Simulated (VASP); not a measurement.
Wanted: the native input for a VASP 6.6.1 run.

```
Task                   : single point
Functional             : PBE
Potentials or basis    : VASP PAW PBE potentials, release 64 (Zn, S)
Cutoff                 : 520 eV
k mesh                 : 8 × 8 × 8
Occupations            : fermi-dirac, width 0.01 eV
Spin                   : no spin polarisation
Dipole correction      : no
Further INCAR settings : ALGO = Normal; EDIFF = 1e-06; NBANDS = 16
```

The structure of ZnS lies in POSCAR:

```
ZnS
1.0
    0.0000000000      2.6505570000      2.7046500000
    2.6505570000      0.0000000000      2.7046500000
    2.6505570000      2.6505570000      0.0000000000
Zn S
1 1
Direct
    0.0000000000      0.0000000000      0.0000000000
    0.7500000000      0.7500000000      0.7500000000
```

This cell differs from its parent crystal: equal xx and yy strain of -2 %.

These files were run (other wordings do the same):

INCAR

```
SYSTEM = ZnS
PREC = Accurate ; ENCUT = 520
EDIFF = 1E-6 ; ISMEAR = -1
SIGMA = 0.01 ; LREAL = .False.
LASPH = .True. ; NELM = 60
ALGO = Normal ; ISIF = 2
LWAVE = .False. ; LCHARG = .False.
GGA = PE ; NBANDS = 16
```

KPOINTS

```
regular mesh
0
Gamma
  8 8 8
  0 0 0
```

Potentials or basis: VASP PAW PBE potentials, release 64 (Zn, S).

The run is started by

```bash
$ cat potpaw_PBE.64/Zn/POTCAR potpaw_PBE.64/S/POTCAR > POTCAR
$ mpirun -np 1 vasp_std > vasp.out
```

It gave:

```yaml
Pressure: 4.9 GPa
Band_gap_on_the_k_mesh: 2.25 eV, direct
```

Caveat: the cell differs from its parent crystal (equal xx and yy strain of -2 %).

It took 24 s on 1 thread of Intel(R) Xeon(R) Platinum 8375C CPU @ 2.90GHz (Ice Lake), with other jobs on the host, peak memory 0.17 GiB.
